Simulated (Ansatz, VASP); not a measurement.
One calculation of Na, two programs

POSCAR

```
Na
1.0
    3.4631774351      0.0000000000      0.0000000000
    0.0000000000      3.4631774351      0.0000000000
    0.0000000000      0.0000000000      3.4631774351
Na
1
Direct
    0.0000000000      0.0000000000      0.0000000000
```

The input INCAR.step1:

```
SYSTEM = Na
PREC = Accurate ; ENCUT = 520
ISMEAR = -1 ; SIGMA = 0.1
LREAL = .False. ; LASPH = .True.
NELM = 80 ; NBANDS = 10
GGA = PE ; ALGO = Normal
EDIFF = 1E-4 ; LWAVE = .True.
LCHARG = .False.
```

Contents of INCAR.step2:

```
SYSTEM = Na
PREC = Accurate ; ENCUT = 520
EDIFF = 1E-7 ; ISMEAR = -1
SIGMA = 0.1 ; LREAL = .False.
LASPH = .True. ; NELM = 80
ALGO = Normal ; ISIF = 2
LWAVE = .False. ; LCHARG = .False.
METAGGA = R2SCAN ; LMIXTAU = .True.
NBANDS = 10 ; ISTART = 1
```

The input KPOINTS:

```
regular mesh
0
Gamma
  10 10 10
  0 0 0
```

Input for Ansatz:

```yaml
crystal:
  lattice:
    - [3.4631774351, 0.0, 0.0]
    - [0.0, 3.4631774351, 0.0]
    - [0.0, 0.0, 3.4631774351]
  atoms:
    - { symbol: Na, position: [0.0, 0.0, 0.0] }
hamiltonian:
  xc: r2scan
  pseudopotentials:
    kind: paw
    azcp:
      Na: "pseudopotentials/Na.paw.azcp"
basis:
  ecutwfc: 500
  fft_grid_basis: typed
kpoints:
  mp_grid: { grid: [10, 10, 10], shift: [0, 0, 0] }
magnetization:
  spin_polarized: false
scf:
  occupations: { method: fermi_dirac, width: 0.1 }
  lower_state_search: "off"
output:
  stress: true
```

Alike in both runs: task single point; functional r2SCAN; k mesh 10 × 10 × 10; occupations fermi-dirac, width 0.1 eV; no spin polarisation.

|  | VASP | Ansatz |
| --- | --- | --- |
| version | VASP 6.6.1 | Ansatz 0.2.0 |
| potentials or method | VASP PAW PBE potentials, release 64 (Na_pv), cutoff 520 eV | plane waves (500 eV) with PAW, scalar-relativistic |
| valence electrons in the cell | 7 | 9 |

|  | VASP | Ansatz | Ansatz less VASP |
| --- | --- | --- | --- |
| pressure (GPa) | -0.3 | -0.2 | +0.10 |

VASP's potentials were made for PBE, not for r2SCAN. VASP's potentials hold 7 valence electrons a cell and Ansatz's 9, so a difference there can come from the potentials and not from the codes.
